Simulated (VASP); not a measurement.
# Al9N in VASP: single point with PBE

Aim: the single point of Al9N with PBE.

Everything below comes from runs of VASP 6.6.1. Logs are shortened: lines on timing, memory, paths and dates and some standing lists are left out, and cuts for length are marked.

**1. The cell of the first run**

The cell holds a slab with vacuum, 10 atoms: a = 2.854 Å, b = 2.854 Å, c = 34.261 Å, α = 90.00°, β = 90.00°, γ = 120.00°.

**2. Single point, PBE**

INCAR

```
SYSTEM = Al9N
PREC     = Accurate       ! precision mode
ENCUT    = 520            ! plane-wave cutoff, eV
EDIFF    = 1E-7           ! SCF threshold, eV
ISMEAR   = 0              ! smearing method
SIGMA    = 0.1            ! smearing width, eV
LREAL    = .False.        ! projectors in reciprocal space
LASPH    = .True.         ! aspherical terms in the spheres
NELM     = 100            ! most SCF steps
ALGO     = Normal         ! electronic algorithm
ISIF     = 2              ! what is computed and relaxed
LWAVE    = .False.        ! write WAVECAR
LCHARG   = .False.        ! write CHGCAR
LDIPOL   = .True.       
IDIPOL   = 3            
DIPOL    = 0.5 0.5 0.421
GGA      = PE             ! functional
NBANDS   = 27             ! bands
```

KPOINTS

```
regular mesh
0
Gamma
  9 9 1
  0 0 0
```

POSCAR

```
Al9N
1.0
    2.8535431553      0.0000000000      0.0000000000
   -1.4267715776      2.4712408633      0.0000000000
    0.0000000000      0.0000000000     34.2605581613
Al N
9 1
Direct
    0.3333333333      0.6666666667      0.1167523302
    0.0000000000      0.0000000000      0.1852090271
    0.6666666667      0.3333333333      0.2536657239
    0.0000000000      0.0000000000      0.3221224208
    0.3333333333      0.6666666667      0.3899858396
    0.0000000000      0.0000000000      0.4578168550
    0.6666666667      0.3333333333      0.5268325041
    0.0000000000      0.0000000000      0.5950901740
    0.3333333333      0.6666666667      0.6643370506
    0.8333333333      1.0000000000      0.6950330062
```

Potentials or basis: VASP PAW PBE potentials, release 64 (Al, N).

Launch:

```
cat potpaw_PBE.64/Al/POTCAR potpaw_PBE.64/N/POTCAR > POTCAR
mpirun -np 1 vasp_std > vasp.out
```

OUTCAR:

```text
SYSTEM = Al9N
   PREC = Accurate
   ENCUT = 520
   EDIFF = 1E-7
   ISMEAR = 0
   LREAL = .False.
   LASPH = .True.
   NELM = 100
   ISIF = 2
   GGA = PE

 ion  position               nearest neighbor table
   1  0.333  0.667  0.117-   2 2.87   2 2.87   2 2.87
   2  0.000  0.000  0.185-   3 2.87   3 2.87   3 2.87   1 2.87   1 2.87   1 2.87
   3  0.667  0.333  0.254-   2 2.87   2 2.87   2 2.87   4 2.87   4 2.87   4 2.87
   4  0.000  0.000  0.322-   5 2.85   5 2.85   5 2.85   3 2.87   3 2.87   3 2.87
   5  0.333  0.667  0.390-   6 2.85   6 2.85   6 2.85   4 2.85   4 2.85   4 2.85
   6  0.000  0.000  0.458-   5 2.85   5 2.85   5 2.85   7 2.88   7 2.88   7 2.88
   7  0.667  0.333  0.527-   8 2.86   8 2.86   8 2.86   6 2.88   6 2.88   6 2.88
   8  0.000  0.000  0.595-   7 2.86   7 2.86   7 2.86   9 2.89   9 2.89   9 2.89
   9  0.333  0.667  0.664-  10 1.64  10 2.01  10 2.32   8 2.89   8 2.89   8 2.89
  10  0.833  0.000  0.695-   9 1.64   9 2.01   9 2.32

  LATTYP: Found a hexagonal cell.
 ALAT       =     2.8535431553
 C/A-ratio  =    12.0063220693

  Lattice vectors:

 A1 = (   2.8535431553,   0.0000000000,   0.0000000000)
 A2 = (  -1.4267715776,   2.4712408633,   0.0000000000)
 A3 = (   0.0000000000,   0.0000000000,  34.2605581613)

Analysis of symmetry for initial positions (statically):
=====================================================================
 Subroutine PRICEL returns:
 Original cell was already a primitive cell.

 Routine SETGRP: Setting up the symmetry group for a
 hexagonal supercell.

 Subroutine GETGRP returns: Found  1 space group operations
 (whereof  1 operations were pure point group operations)
 out of a pool of 24 trial point group operations.

The static configuration has the point symmetry C_1 .

Analysis of symmetry for dynamics (positions and initial velocities):
=====================================================================
 Subroutine PRICEL returns:
 Original cell was already a primitive cell.

 Routine SETGRP: Setting up the symmetry group for a
 hexagonal supercell.

 Subroutine GETGRP returns: Found  1 space group operations
 (whereof  1 operations were pure point group operations)
 out of a pool of 24 trial point group operations.

The dynamic configuration has the point symmetry C_1 .

 Subroutine INISYM returns: Found  1 space group operations
 (whereof  1 operations are pure point group operations),
 and found     1 'primitive' translations

----------------------------------------------------------------------------------------

                                     Primitive cell

  volume of cell :     241.5983

  direct lattice vectors                    reciprocal lattice vectors
     2.853543155  0.000000000  0.000000000     0.350441520  0.202327506  0.000000000
    -1.426771578  2.471240863  0.000000000     0.000000000  0.404655012  0.000000000
     0.000000000  0.000000000 34.260558161     0.000000000  0.000000000  0.029188083

  length of vectors
     2.853543155  2.853543155 34.260558161     0.404655012  0.404655012  0.029188083

  position of ions in fractional coordinates (direct lattice)
     0.333333333  0.666666667  0.116752330
     0.000000000  0.000000000  0.185209027
     0.666666667  0.333333333  0.253665724
     0.000000000  0.000000000  0.322122421
     0.333333333  0.666666667  0.389985840
     0.000000000  0.000000000  0.457816855
     0.666666667  0.333333333  0.526832504
     0.000000000  0.000000000  0.595090174
     0.333333333  0.666666667  0.664337051
     0.833333333  0.000000000  0.695033006

  ion indices of the primitive-cell ions
   primitive index   ion index
                 1           1
                 2           2
                 3           3
                 4           4
                 5           5
                 6           6
                 7           7
                 8           8
                 9           9
                10          10

----------------------------------------------------------------------------------------

 KPOINTS: regular mesh

Automatic generation of k-mesh.
 Grid dimensions read from file:
 generate k-points for:    9    9    1

 Generating k-lattice:

  Cartesian coordinates                     Fractional coordinates (reciprocal lattice)
     0.038937947  0.022480834  0.000000000     0.111111111 -0.000000000  0.000000000
     0.000000000  0.044961668  0.000000000     0.000000000  0.111111111  0.000000000
     0.000000000  0.000000000  0.029188083     0.000000000  0.000000000  1.000000000

  Length of vectors
     0.044961668  0.044961668  0.029188083

  Shift w.r.t. Gamma in fractional coordinates (k-lattice)
     0.000000000  0.000000000  0.000000000

 Subroutine IBZKPT returns following result:
 ===========================================

 Found     41 irreducible k-points:

 Following reciprocal coordinates:
            Coordinates               Weight
  0.000000  0.000000  0.000000      1.000000
  0.111111  0.000000  0.000000      2.000000
  0.000000  0.111111  0.000000      2.000000
 -0.111111  0.111111  0.000000      2.000000
  0.222222  0.000000  0.000000      2.000000
  0.000000  0.222222  0.000000      2.000000
[... 16 lines left out ...]
  0.333333  0.111111  0.000000      2.000000
 -0.111111  0.444444  0.000000      2.000000
 [... further k-points ...]
   k-points           NKPTS =     41   k-points in BZ     NKDIM =     41   number of bands    NBANDS=     27
   number of dos      NEDOS =    301   number of ions     NIONS =     10
   total plane-waves  NPLWV = 147456
   dimension x,y,z NGX =    24 NGY =   24 NGZ =  256
   dimension x,y,z NGXF=    48 NGYF=   48 NGZF=  512
   ions per type =               9   1
   NGX,Y,Z   is equivalent  to a cutoff of  13.98, 13.98, 12.42 a.u.
   NGXF,Y,Z  is equivalent  to a cutoff of  27.96, 27.96, 24.84 a.u.
 SYSTEM =  Al9N
   PREC   = accura    normal or accurate (medium, high low for compatibility)
   ISTART =      0    job   : 0-new  1-cont  2-samecut
   ICHARG =      2    charge: 1-file 2-atom 10-const
   ISPIN  =      1    spin polarized calculation?
   LNONCOLLINEAR =      F non collinear calculations
   LSORBIT =      F    spin-orbit coupling
   LASPH  =      T    aspherical Exc in radial PAW
   ENCUT  =  520.0 eV  38.22 Ry    6.18 a.u.   5.31  5.31 63.70*2*pi/ulx,y,z
   NELM   =    100;   NELMIN=  2; NELMDL= -5     # of ELM steps
   EDIFF  = 0.1E-06   stopping-criterion for ELM
   LREAL  =      F    real-space projection
   EDIFFG = 0.1E-05   stopping-criterion for IOM
   NSW    =      0    number of steps for IOM
   IBRION =     -1    ionic relax: 0-MD 1-quasi-New 2-CG
   NFREE  =      0    steps in history (QN), initial steepest desc. (CG)
   ISIF   =      2    stress and relaxation
   ISYM   =      2    0-nonsym 1-usesym 2-fastsym
   POTIM  = 0.5000    time-step for ionic-motion
   TEBEG  =    0.0;   TEEND  =   0.0 temperature during run
   PSTRESS=    0.0 pullay stress
   NELECT =      32.0000    total number of electrons
   NUPDOWN=      -1.0000    fix difference up-down
   EMIN   =  10.00;   EMAX   =-10.00  energy-range for DOS
   EFERMI =   0.00;   METHOD = LEGACY
   ISMEAR =     0;   SIGMA  =   0.10  broadening in eV -4-tet -1-fermi 0-gaus
   EFERMI_NEDOS =   21; number of points for ismear=-14 and -15
   IALGO  =     38    algorithm
   IMIX   =      4    mixing-type and parameters
     AMIX     =   0.40;   BMIX     =  1.00
     AMIX_MAG =   1.60;   BMIX_MAG =  1.00
  volume/ion in A,a.u.               =      24.16       163.04
  Fermi-wavevector in a.u.,A,eV,Ry     =   0.834501  1.576978  9.474986  0.696392
  Thomas-Fermi vector in A             =   1.947903
   LORBIT       =      0    0 simple, 1 ext, 2 COOP (PROOUT), +10 PAW based schemes
   GGA     = PE    functional components
   LHFCALC =     F    Hartree Fock is set to
   AEXX    =    0.0000 exact exchange contribution
   IVDW    =     0    specifies the selected vdW correction
   LEPSILON=     F    determine dielectric tensor
   LRPA    =     F    only Hartree local field effects (RPA)
 non-spin polarized calculation
 Gauss-broadening in eV      SIGMA  =   0.10
  energy-cutoff  :      520.00
  volume of cell :      241.60
 maximum number of plane-waves:      6547
 NGX is ok and might be reduce to    24
   NGX = 11   NGY = 11   NGZ =127

 number of electron      31.9999999 magnetization

 dipolmoment           0.000000      0.000000      0.154660 electrons x Angstroem

 Free energy of the ion-electron system (eV)
  ---------------------------------------------------
  ext. energy  EPLUGINS =         0.00000000
  ---------------------------------------------------
  free energy    TOTEN  =       -39.60003299 eV

  energy without entropy =      -39.56747605  energy(sigma->0) =      -39.58375452

 E-fermi :   2.7271     XC(G=0):  -7.0361

 val. band max:        2.7248737408   @ k =  -0.4444   0.2222   0.0000
 cond. band min:       2.7373927169   @ k =  -0.2222   0.4444   0.0000
 fundamental gap:      0.0125189761
 Fermi energy:         2.7270572688

 k-point     1 :       0.0000    0.0000    0.0000
  band No.  band energies     occupation
      1     -12.0460      2.00000
      2      -8.3691      2.00000
      3      -8.0700      2.00000
      4      -7.6708      2.00000
      5      -7.0653      2.00000
      6      -6.2997      2.00000
[... 19 lines left out ...]
     26      13.3831      0.00000
     27      13.4713      0.00000

 k-point     2 :       0.1111    0.0000    0.0000
  band No.  band energies     occupation
      1     -11.8695      2.00000
      2      -8.0705      2.00000
      3      -7.7724      2.00000
      4      -7.3748      2.00000
      5      -6.7710      2.00000
      6      -6.0081      2.00000
[... 19 lines left out ...]
     26      10.9601      0.00000
     27      11.0465      0.00000

 k-point     3 :       0.0000    0.1111    0.0000
  band No.  band energies     occupation
      1     -11.8696      2.00000
      2      -8.0705      2.00000
      3      -7.7724      2.00000
      4      -7.3747      2.00000
      5      -6.7710      2.00000
      6      -6.0080      2.00000
[... 19 lines left out ...]
     26      10.9644      0.00000
     27      11.0265      0.00000

 k-point     4 :      -0.1111    0.1111    0.0000
  band No.  band energies     occupation
      1     -11.8706      2.00000
      2      -8.0705      2.00000
      3      -7.7724      2.00000
      4      -7.3747      2.00000
      5      -6.7710      2.00000
      6      -6.0081      2.00000
[... 19 lines left out ...]
     26      10.9667      0.00000
     27      11.0374      0.00000
[... 516 lines left out ...]
      4      -5.6133      2.00000
      5      -5.0215      2.00000
      6      -4.2781      2.00000
[... 19 lines left out ...]
     26       7.3524      0.00000
     27       7.7938      0.00000

 k-point    23 :       0.3333    0.1111    0.0000
  band No.  band energies     occupation
      1     -10.3350      2.00000
      2      -4.5370      2.00000
      3      -4.2542      2.00000
      4      -3.8827      2.00000
      5      -3.3135      2.00000
      6      -2.6293      2.00000
[... 19 lines left out ...]
     26       6.2777      0.00000
     27       6.7209      0.00000

 k-point    24 :      -0.1111    0.4444    0.0000
  band No.  band energies     occupation
      1     -10.3365      2.00000
      2      -4.5369      2.00000
      3      -4.2542      2.00000
      4      -3.8827      2.00000
      5      -3.3135      2.00000
      6      -2.6288      2.00000
[... 19 lines left out ...]
     26       6.2624      0.00000
     27       6.6871      0.00000

 [... further k-points ...]

------------------------ aborting loop because EDIFF is reached ----------------------------------------

 vacuum level on the upper side and lower side of the slab       (xc-potential included)         1.821        -2.115

  FORCE on cell =-STRESS in cart. coord.  units (eV):
  Direction    XX          YY          ZZ          XY          YZ          ZX
  --------------------------------------------------------------------------------------
  -------------------------------------------------------------------------------------
  Total        3.1674520      2.5797799      0.9658544      3.5231528      3.8646124      4.6593129
  in kB       21.0051928     17.1080013      6.4051347     23.3640485     25.6284638     30.8985786
  external PRESSURE =      14.8394429 kB  Pullay stress =       0.0000000 kB

 VOLUME and BASIS-vectors are now :
 -----------------------------------------------------------------------------
  energy-cutoff  :      520.00
  volume of cell :      241.60
      direct lattice vectors                 reciprocal lattice vectors
     2.853543155  0.000000000  0.000000000     0.350441520  0.202327506  0.000000000
    -1.426771578  2.471240863  0.000000000     0.000000000  0.404655012  0.000000000
     0.000000000  0.000000000 34.260558161     0.000000000  0.000000000  0.029188083

 POSITION                                       TOTAL-FORCE (eV/Angst)
 -----------------------------------------------------------------------------------
     -0.00000      1.64749      4.00000         0.000287      0.000837     -0.047841
      0.00000      0.00000      6.34536         0.003849     -0.000334      0.043543
      1.42677      0.82375      8.69073        -0.002735      0.002675     -0.041216
      0.00000      0.00000     11.03609         0.008164     -0.001646     -0.055985
     -0.00000      1.64749     13.36113         0.004253     -0.000562      0.051411
      0.00000      0.00000     15.68506        -0.031909      0.003862      0.101529
      1.42677      0.82375     18.04958         0.017557     -0.012845     -0.122301
      0.00000      0.00000     20.38812         0.003783     -0.006691     -0.069088
     -0.00000      1.64749     22.76056        -4.462644     -3.635691      0.125801
      2.37795      0.00000     23.81222         4.459394      3.650395      0.014147
 -----------------------------------------------------------------------------------
    total drift:                               -0.000068      0.000059     -0.000419

  FREE ENERGIE OF THE ION-ELECTRON SYSTEM (eV)
  ---------------------------------------------------
  free  energy   TOTEN  =       -39.6000329886 eV

  energy  without entropy=      -39.5674760547  energy(sigma->0) =      -39.58375452

 vacuum level on the upper side and lower side of the slab        10.650         6.639
```

It took 11 min on 1 thread of AMD EPYC 9R14 (Zen 4), shared host; peak memory 0.46 GiB.

What came out:

```
Free energy            : -39.6000 eV
Largest force          : 5.763 eV/Å
Band gap on the k mesh : zero (band 16 reaches 4.33 eV, above the bottom of band 17 at 1.66 eV)
```

Forces on the atoms (eV/Å):
```
Al   0.000  0.001 -0.048
Al   0.004  0.000  0.044
Al  -0.003  0.003 -0.041
Al   0.008 -0.002 -0.056
Al   0.004 -0.001  0.051
Al  -0.032  0.004  0.102
Al   0.018 -0.013 -0.122
Al   0.004 -0.007 -0.069
Al  -4.463 -3.636  0.126
N    4.459  3.650  0.014
```
